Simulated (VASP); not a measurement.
# PtPb (P6_3/mmc) in VASP: further runs

The runs below take PtPb through single point, with LDA.

Program: VASP 6.6.1. These are calculated values, not measurements. Logs are shortened: lines on timing, memory, paths and dates and some standing lists are left out, and cuts for length are marked.

## Step 1: The cell of the first run

Symmetry: P6_3/mmc, No. 194, hexagonal system. Conventional cell: a = 4.250 Å, b = 4.250 Å, c = 5.347 Å, α = 90.00°, β = 90.00°, γ = 120.00°. Within 3.7 Å of Pt (site symmetry -6m2) lie 6 Pb at 2.79 Å and 6 Pt at 3.63 Å. Pb (site symmetry -3m) has 2 Pb at 2.67 Å and 6 Pt at 2.79 Å within 3.5 Å.

## Step 2: Single point, LDA (zz strain of -2 %)

Input file INCAR:

```
SYSTEM = PtPb
ALGO     = Normal         ! electronic algorithm
EDIFF    = 1E-6           ! SCF threshold, eV
ENCUT    = 520            ! plane-wave cutoff, eV
GGA      = CA             ! functional
ISIF     = 2              ! what is computed and relaxed
ISMEAR   = -1             ! smearing method
LASPH    = .TRUE.         ! aspherical terms in the spheres
LCHARG   = .FALSE.        ! write CHGCAR
LREAL    = .FALSE.        ! projectors in reciprocal space
LWAVE    = .FALSE.        ! write WAVECAR
NBANDS   = 32             ! bands
NELM     = 100            ! most SCF steps
PREC     = Accurate       ! precision mode
SIGMA    = 0.05           ! smearing width, eV
```

Input file KPOINTS:

```
k-points
0
G
  10 10 7
  0 0 0
```

Input file POSCAR:

```
PtPb
1.0
    4.2500008807      0.0000000000      0.0000000000
   -2.1250004404      3.6806087288      0.0000000000
    0.0000000000      0.0000000000      5.3468800000
Pt Pb
2 2
Direct
    0.3333333333      0.6666666667      0.2500000000
    0.6666666667      0.3333333333      0.7500000000
    0.0000000000      0.0000000000      0.0000000000
    0.0000000000      0.0000000000      0.5000000000
```

Potentials or basis: VASP PAW LDA potentials, release 64 (Pt, Pb_d).

On the command line:

```console
cat potpaw_LDA.64/Pt/POTCAR potpaw_LDA.64/Pb_d/POTCAR > POTCAR
mpirun -np 1 vasp_std > vasp.out
```

OUTCAR:

```text
SYSTEM = PtPb
   EDIFF = 1E-6
   ENCUT = 520
   GGA = CA
   ISIF = 2
   ISMEAR = -1
   LASPH = .TRUE.
   LREAL = .FALSE.
   NELM = 100
   PREC = Accurate

 ion  position               nearest neighbor table
   1  0.333  0.667  0.250-   3 2.79   4 2.79   3 2.79   4 2.79   3 2.79   4 2.79
   2  0.667  0.333  0.750-   3 2.79   4 2.79   3 2.79   4 2.79   3 2.79   4 2.79
   3  0.000  0.000  0.000-   4 2.67   4 2.67   1 2.79   2 2.79   2 2.79   1 2.79   2 2.79   1 2.79

   4  0.000  0.000  0.500-   3 2.67   3 2.67   1 2.79   2 2.79   2 2.79   1 2.79   2 2.79   1 2.79

  LATTYP: Found a hexagonal cell.
 ALAT       =     4.2500008807
 C/A-ratio  =     1.2580891511

  Lattice vectors:

 A1 = (   4.2500008807,   0.0000000000,   0.0000000000)
 A2 = (  -2.1250004404,   3.6806087288,   0.0000000000)
 A3 = (   0.0000000000,   0.0000000000,   5.3468800000)

Analysis of symmetry for initial positions (statically):
=====================================================================
 Subroutine PRICEL returns:
 Original cell was already a primitive cell.

 Routine SETGRP: Setting up the symmetry group for a
 hexagonal supercell.

 Subroutine GETGRP returns: Found 24 space group operations
 (whereof 12 operations were pure point group operations)
 out of a pool of 24 trial point group operations.

The static configuration has the point symmetry D_3d.
 The point group associated with its full space group is D_6h.

Analysis of symmetry for dynamics (positions and initial velocities):
=====================================================================
 Subroutine PRICEL returns:
 Original cell was already a primitive cell.

 Routine SETGRP: Setting up the symmetry group for a
 hexagonal supercell.

 Subroutine GETGRP returns: Found 24 space group operations
 (whereof 12 operations were pure point group operations)
 out of a pool of 24 trial point group operations.

The dynamic configuration has the point symmetry D_3d.
 The point group associated with its full space group is D_6h.

 Subroutine INISYM returns: Found 24 space group operations
 (whereof 12 operations are pure point group operations),
 and found     1 'primitive' translations

----------------------------------------------------------------------------------------

                                     Primitive cell

  volume of cell :      83.6391

  direct lattice vectors                    reciprocal lattice vectors
     4.250000881  0.000000000  0.000000000     0.235294069  0.135847094  0.000000000
    -2.125000440  3.680608729  0.000000000     0.000000000  0.271694188  0.000000000
     0.000000000  0.000000000  5.346880000     0.000000000  0.000000000  0.187024957

  length of vectors
     4.250000881  4.250000881  5.346880000     0.271694188  0.271694188  0.187024957

  position of ions in fractional coordinates (direct lattice)
     0.333333333  0.666666667  0.250000000
     0.666666667  0.333333333  0.750000000
     0.000000000  0.000000000  0.000000000
     0.000000000  0.000000000  0.500000000

  ion indices of the primitive-cell ions
   primitive index   ion index
                 1           1
                 2           2
                 3           3
                 4           4

----------------------------------------------------------------------------------------

 KPOINTS: k-points

Automatic generation of k-mesh.
 Grid dimensions read from file:
 generate k-points for:   10   10    7

 Generating k-lattice:

  Cartesian coordinates                     Fractional coordinates (reciprocal lattice)
     0.023529407  0.013584709  0.000000000     0.100000000 -0.000000000  0.000000000
     0.000000000  0.027169419  0.000000000     0.000000000  0.100000000  0.000000000
     0.000000000  0.000000000  0.026717851     0.000000000  0.000000000  0.142857143

  Length of vectors
     0.027169419  0.027169419  0.026717851

  Shift w.r.t. Gamma in fractional coordinates (k-lattice)
     0.000000000  0.000000000  0.000000000

 Subroutine IBZKPT returns following result:
 ===========================================

 Found     56 irreducible k-points:

 Following reciprocal coordinates:
            Coordinates               Weight
  0.000000  0.000000  0.000000      1.000000
  0.100000  0.000000  0.000000      6.000000
  0.200000  0.000000  0.000000      6.000000
  0.300000  0.000000  0.000000      6.000000
  0.400000  0.000000  0.000000      6.000000
  0.500000  0.000000  0.000000      3.000000
[... 16 lines left out ...]
  0.300000  0.100000  0.142857     24.000000
  0.400000  0.100000  0.142857     24.000000
 [... further k-points ...]
   k-points           NKPTS =     56   k-points in BZ     NKDIM =     56   number of bands    NBANDS=     32
   number of dos      NEDOS =    301   number of ions     NIONS =      4
   total plane-waves  NPLWV =  40960
   dimension x,y,z NGX =    32 NGY =   32 NGZ =   40
   dimension x,y,z NGXF=    64 NGYF=   64 NGZF=   80
   ions per type =               2   2
   NGX,Y,Z   is equivalent  to a cutoff of  12.52, 12.52, 12.44 a.u.
   NGXF,Y,Z  is equivalent  to a cutoff of  25.03, 25.03, 24.87 a.u.
 SYSTEM =  PtPb
   PREC   = accura    normal or accurate (medium, high low for compatibility)
   ISTART =      0    job   : 0-new  1-cont  2-samecut
   ICHARG =      2    charge: 1-file 2-atom 10-const
   ISPIN  =      1    spin polarized calculation?
   LNONCOLLINEAR =      F non collinear calculations
   LSORBIT =      F    spin-orbit coupling
   LASPH  =      T    aspherical Exc in radial PAW
   ENCUT  =  520.0 eV  38.22 Ry    6.18 a.u.   7.90  7.90  9.94*2*pi/ulx,y,z
   NELM   =    100;   NELMIN=  2; NELMDL= -5     # of ELM steps
   EDIFF  = 0.1E-05   stopping-criterion for ELM
   LREAL  =      F    real-space projection
   EDIFFG = 0.1E-04   stopping-criterion for IOM
   NSW    =      0    number of steps for IOM
   IBRION =     -1    ionic relax: 0-MD 1-quasi-New 2-CG
   NFREE  =      0    steps in history (QN), initial steepest desc. (CG)
   ISIF   =      2    stress and relaxation
   ISYM   =      2    0-nonsym 1-usesym 2-fastsym
   POTIM  = 0.5000    time-step for ionic-motion
   TEBEG  =    0.0;   TEEND  =   0.0 temperature during run
   PSTRESS=    0.0 pullay stress
   NELECT =      48.0000    total number of electrons
   NUPDOWN=      -1.0000    fix difference up-down
   EMIN   =  10.00;   EMAX   =-10.00  energy-range for DOS
   EFERMI =   0.00;   METHOD = LEGACY
   ISMEAR =    -1;   SIGMA  =   0.05  broadening in eV -4-tet -1-fermi 0-gaus
   EFERMI_NEDOS =   21; number of points for ismear=-14 and -15
   IALGO  =     38    algorithm
   IMIX   =      4    mixing-type and parameters
     AMIX     =   0.40;   BMIX     =  1.00
     AMIX_MAG =   1.60;   BMIX_MAG =  1.00
  volume/ion in A,a.u.               =      20.91       141.11
  Fermi-wavevector in a.u.,A,eV,Ry     =   1.360459  2.570895 25.182335  1.850849
  Thomas-Fermi vector in A             =   2.487120
   LORBIT       =      0    0 simple, 1 ext, 2 COOP (PROOUT), +10 PAW based schemes
   GGA     = CA    functional components
   LHFCALC =     F    Hartree Fock is set to
   AEXX    =    0.0000 exact exchange contribution
   IVDW    =     0    specifies the selected vdW correction
   LEPSILON=     F    determine dielectric tensor
   LRPA    =     F    only Hartree local field effects (RPA)
 non-spin polarized calculation
  energy-cutoff  :      520.00
  volume of cell :       83.64
 maximum number of plane-waves:      2273
 NGX is ok and might be reduce to    32
   NGX = 15   NGY = 15   NGZ = 19

 number of electron      48.0000012 magnetization

 Free energy of the ion-electron system (eV)
  ---------------------------------------------------
  ext. energy  EPLUGINS =         0.00000000
  ---------------------------------------------------
  free energy    TOTEN  =       -21.39015880 eV

  energy without entropy =      -21.37028335  energy(sigma->0) =      -21.38022107

 E-fermi :   9.0673     XC(G=0): -11.9116

 val. band max:        9.0539543608   @ k =   0.2000   0.1000   0.4286
 cond. band min:       9.0785005386   @ k =   0.2000   0.1000   0.2857
 fundamental gap:      0.0245461778
 Fermi energy:         9.0672843053

 k-point     1 :       0.0000    0.0000    0.0000
  band No.  band energies     occupation
      1      -9.5854      2.00000
      2      -8.7125      2.00000
      3      -8.7125      2.00000
      4      -8.0793      2.00000
      5      -8.0793      2.00000
      6      -8.0148      2.00000
[... 24 lines left out ...]
     31      15.0943      0.00000
     32      16.6515      0.00000

 k-point     2 :       0.1000    0.0000    0.0000
  band No.  band energies     occupation
      1      -9.5843      2.00000
      2      -8.7161      2.00000
      3      -8.7109      2.00000
      4      -8.0837      2.00000
      5      -8.0759      2.00000
      6      -8.0096      2.00000
[... 24 lines left out ...]
     31      15.6844      0.00000
     32      17.5557      0.00000

 k-point     3 :       0.2000    0.0000    0.0000
  band No.  band energies     occupation
      1      -9.5816      2.00000
      2      -8.7255      2.00000
      3      -8.7069      2.00000
      4      -8.0953      2.00000
      5      -8.0670      2.00000
      6      -7.9959      2.00000
[... 24 lines left out ...]
     31      16.5386      0.00000
     32      17.0376      0.00000

 k-point     4 :       0.3000    0.0000    0.0000
  band No.  band energies     occupation
      1      -9.5782      2.00000
      2      -8.7371      2.00000
      3      -8.7019      2.00000
      4      -8.1098      2.00000
      5      -8.0559      2.00000
      6      -7.9792      2.00000
[... 654 lines left out ...]
     31      16.6287      0.00000
     32      17.3359      0.00000

 k-point    23 :       0.3000    0.1000    0.1429
  band No.  band energies     occupation
      1      -9.4702      2.00000
      2      -8.6972      2.00000
      3      -8.6600      2.00000
      4      -8.1053      2.00000
      5      -8.0487      2.00000
      6      -7.9802      2.00000
[... 24 lines left out ...]
     31      16.6568      0.00000
     32      17.7427      0.00000

 k-point    24 :       0.4000    0.1000    0.1429
  band No.  band energies     occupation
      1      -9.4682      2.00000
      2      -8.7026      2.00000
      3      -8.6581      2.00000
      4      -8.1115      2.00000
      5      -8.0433      2.00000
      6      -7.9716      2.00000
[... 24 lines left out ...]
     31      16.4639      0.00000
     32      18.8965      0.00000

 [... further k-points ...]

------------------------ aborting loop because EDIFF is reached ----------------------------------------

  FORCE on cell =-STRESS in cart. coord.  units (eV):
  Direction    XX          YY          ZZ          XY          YZ          ZX
  --------------------------------------------------------------------------------------
  -------------------------------------------------------------------------------------
  Total        0.1504131      0.1504131     15.8007262     -0.0000000      0.0000000      0.0000000
  in kB        2.8812909      2.8812909    302.6763734     -0.0000000      0.0000000      0.0000000
  external PRESSURE =     102.8129851 kB  Pullay stress =       0.0000000 kB

 VOLUME and BASIS-vectors are now :
 -----------------------------------------------------------------------------
  energy-cutoff  :      520.00
  volume of cell :       83.64
      direct lattice vectors                 reciprocal lattice vectors
     4.250000881  0.000000000  0.000000000     0.235294069  0.135847094  0.000000000
    -2.125000440  3.680608729  0.000000000     0.000000000  0.271694188  0.000000000
     0.000000000  0.000000000  5.346880000     0.000000000  0.000000000  0.187024957

 POSITION                                       TOTAL-FORCE (eV/Angst)
 -----------------------------------------------------------------------------------
     -0.00000      2.45374      1.33672        -0.000000      0.000000      0.000000
      2.12500      1.22687      4.01016         0.000000     -0.000000      0.000000
      0.00000      0.00000      0.00000         0.000000     -0.000000      0.000000
      0.00000      0.00000      2.67344         0.000000     -0.000000      0.000000
 -----------------------------------------------------------------------------------
    total drift:                               -0.000000      0.000000      0.000000

  FREE ENERGIE OF THE ION-ELECTRON SYSTEM (eV)
  ---------------------------------------------------
  free  energy   TOTEN  =       -21.3901587974 eV

  energy  without entropy=      -21.3702833465  energy(sigma->0) =      -21.38022107
```

Wall time 38 s (1 thread of Intel Xeon 6975P-C (Granite Rapids), shared host); peak memory 0.25 GiB.

What came out:

* Free energy: -21.3902 eV
* Pressure: 10.3 GPa
* Band gap on the k mesh: zero (band 24 reaches 11.13 eV, above the bottom of band 25 at 8.24 eV)

Caveat: the cell differs from its parent crystal (zz strain of -2 %); spin-orbit coupling is left out, which moves the levels of the heavy elements.

## Step 3: Single point, LDA (zz strain of -1 %)

Input file INCAR:

```
PREC = Accurate ; ENCUT = 520
EDIFF = 1E-6 ; ISMEAR = -1
SIGMA = 0.05 ; LREAL = False
LASPH = True ; NELM = 100
ALGO = Normal ; ISIF = 2
LWAVE = False ; LCHARG = False
NBANDS = 32
```

Input file KPOINTS:

```
regular mesh
0
Gamma
  10 10 7
```

Changes to POSCAR since step 2:

```diff
@@ -4,3 +4,3 @@
    -2.1250004404      3.6806087288      0.0000000000
-    0.0000000000      0.0000000000      5.3468800000
+    0.0000000000      0.0000000000      5.4014400000
 Pt Pb
```

Potentials or basis: VASP PAW LDA potentials, release 64 (Pt, Pb_d).

On the command line:

```console
cat potpaw_LDA.64/Pt/POTCAR potpaw_LDA.64/Pb_d/POTCAR > POTCAR
mpirun -np 1 vasp_std > vasp.out
```

Run time: 36 s. Hardware: 1 thread of Intel Xeon 6975P-C (Granite Rapids), shared host; peak memory 0.25 GiB.

The run converged. Its results:

```yaml
Free_energy: -21.5437 eV
Pressure: 8.5 GPa
Band_gap_on_the_k_mesh: zero (band 24 reaches 10.97 eV, above the bottom of band 25 at 8.09 eV)
```

Stress tensor (GPa, compression positive):
```
-0.85  0.00  0.00
 0.00 -0.85  0.00
 0.00  0.00 27.23
```

Levels at points of the mesh, in eV from the Fermi level:
```
           k point  band 22  band 23  band 24  band 25  band 26  band 27
(0.00, 0.00, 0.00)    -2.36    -1.39     1.92     3.26     3.26     5.30
(0.50, 0.00, 0.00)    -1.82    -1.02    -0.86    -0.14     0.80     0.81
```

Caveat: the cell differs from its parent crystal (zz strain of -1 %); spin-orbit coupling is left out, which moves the levels of the heavy elements.

## Step 4: Single point, LDA (zz strain of +1 %)

Input file INCAR:

```
SYSTEM = PtPb
ALGO = Normal ; EDIFF = 1E-6
ENCUT = 520 ; ISIF = 2
ISMEAR = -1 ; LASPH = .True.
LCHARG = .False. ; LREAL = .False.
LWAVE = .False. ; NBANDS = 32
NELM = 60 ; PREC = Accurate
SIGMA = 0.05
```

Input file KPOINTS:

```
k-points
0
Gamma
  10 10 7
  0 0 0
```

Changes to POSCAR since step 3:

```diff
@@ -4,3 +4,3 @@
    -2.1250004404      3.6806087288      0.0000000000
-    0.0000000000      0.0000000000      5.4014400000
+    0.0000000000      0.0000000000      5.5105600000
 Pt Pb
```

Potentials or basis: VASP PAW LDA potentials, release 64 (Pt, Pb_d).

On the command line:

```console
cat potpaw_LDA.64/Pt/POTCAR potpaw_LDA.64/Pb_d/POTCAR > POTCAR
mpirun -np 1 vasp_std > vasp.out
```

OUTCAR:

```text
SYSTEM = PtPb
   EDIFF = 1E-6
   ENCUT = 520
   ISIF = 2
   ISMEAR = -1
   LASPH = .True.
   LREAL = .False.
   NELM = 60
   PREC = Accurate

 ion  position               nearest neighbor table
   1  0.333  0.667  0.250-   3 2.81   4 2.81   3 2.81   4 2.81   3 2.81   4 2.81
   2  0.667  0.333  0.750-   3 2.81   4 2.81   3 2.81   4 2.81   3 2.81   4 2.81
   3  0.000  0.000  0.000-   4 2.76   4 2.76   1 2.81   2 2.81   2 2.81   1 2.81   2 2.81   1 2.81

   4  0.000  0.000  0.500-   3 2.76   3 2.76   1 2.81   2 2.81   2 2.81   1 2.81   2 2.81   1 2.81

  LATTYP: Found a hexagonal cell.
 ALAT       =     4.2500008807
[... 1042 lines left out ...]
  -------------------------------------------------------------------------------------
  Total       -1.5468098     -1.5468098     11.6937060      0.0000000      0.0000000      0.0000000
  in kB      -28.7503472    -28.7503472    217.3493501      0.0000000      0.0000000      0.0000000
  external PRESSURE =      53.2828853 kB  Pullay stress =       0.0000000 kB

 VOLUME and BASIS-vectors are now :
 -----------------------------------------------------------------------------
  energy-cutoff  :      520.00
  volume of cell :       86.20
      direct lattice vectors                 reciprocal lattice vectors
     4.250000881  0.000000000  0.000000000     0.235294069  0.135847094  0.000000000
    -2.125000440  3.680608729  0.000000000     0.000000000  0.271694188  0.000000000
     0.000000000  0.000000000  5.510560000     0.000000000  0.000000000  0.181469760

 POSITION                                       TOTAL-FORCE (eV/Angst)
 -----------------------------------------------------------------------------------
     -0.00000      2.45374      1.37764        -0.000000     -0.000000      0.000000
      2.12500      1.22687      4.13292         0.000000      0.000000      0.000000
      0.00000      0.00000      0.00000        -0.000000     -0.000000     -0.000000
      0.00000      0.00000      2.75528        -0.000000     -0.000000     -0.000000
 -----------------------------------------------------------------------------------
    total drift:                               -0.000000      0.000000      0.000000

  FREE ENERGIE OF THE ION-ELECTRON SYSTEM (eV)
  ---------------------------------------------------
  free  energy   TOTEN  =       -21.8052881599 eV

  energy  without entropy=      -21.7853286493  energy(sigma->0) =      -21.79530840
```

OSZICAR:

```text
N       E                     dE             d eps       ncg     rms          rms(c)
DAV:   1     0.525112297305E+03    0.52511E+03   -0.22934E+04  3584   0.178E+03
DAV:   2     0.263034608282E+02   -0.49881E+03   -0.46996E+03  3768   0.477E+02
DAV:   3    -0.204907199514E+02   -0.46794E+02   -0.44398E+02  4384   0.166E+02
DAV:   4    -0.221155971278E+02   -0.16249E+01   -0.16212E+01  4176   0.312E+01
DAV:   5    -0.221982268735E+02   -0.82630E-01   -0.82623E-01  5328   0.706E+00    0.804E+00
DAV:   6    -0.218881889425E+02    0.31004E+00   -0.72026E-01  4208   0.691E+00    0.416E+00
DAV:   7    -0.218208603664E+02    0.67329E-01   -0.94478E-02  5176   0.405E+00    0.195E+00
DAV:   8    -0.218062523308E+02    0.14608E-01   -0.28259E-02  4704   0.122E+00    0.326E-01
DAV:   9    -0.218053109222E+02    0.94141E-03   -0.44345E-03  4776   0.882E-01    0.628E-02
DAV:  10    -0.218052877437E+02    0.23178E-04   -0.19907E-04  4984   0.168E-01    0.188E-02
DAV:  11    -0.218052881599E+02   -0.41618E-06   -0.77119E-06  4416   0.236E-02
   1 F= -.21805288E+02 E0= -.21795308E+02  d E =-.199595E-01
```

stdout:

```text
POSCAR found type information on POSCAR PtPb
 POSCAR found :  2 types and       4 ions
 scaLAPACK will be used
 LDA part: xc-table for (Slater(with rela. corr.)+CA(PZ))
 , standard interpolation
 POSCAR, INCAR and KPOINTS ok, starting setup
 FFT: planning ... GRIDC
 FFT: planning ... GRID_SOFT
 FFT: planning ... GRID
 WAVECAR not read
 entering main loop
```

It took 39 s on 1 thread of Intel Xeon 6975P-C (Granite Rapids), shared host; peak memory 0.25 GiB.

Results:

- Free energy: -21.8053 eV
- Pressure: 5.3 GPa
- Band gap on the k mesh: zero (band 24 reaches 10.64 eV, above the bottom of band 25 at 7.80 eV)

Levels at points of the mesh, in eV from the Fermi level:
```
           k point  band 21  band 22  band 23  band 24  band 25  band 26  band 27  band 28
(0.00, 0.00, 0.00)    -2.60    -2.30    -1.34     2.03     3.33     3.33     5.38     5.61
(0.50, 0.00, 0.00)    -2.00    -1.78    -0.86    -0.83    -0.19     0.73     0.76     5.53
```

Caveat: the cell differs from its parent crystal (zz strain of +1 %); spin-orbit coupling is left out, which moves the levels of the heavy elements.

[end of part 1 of 2]
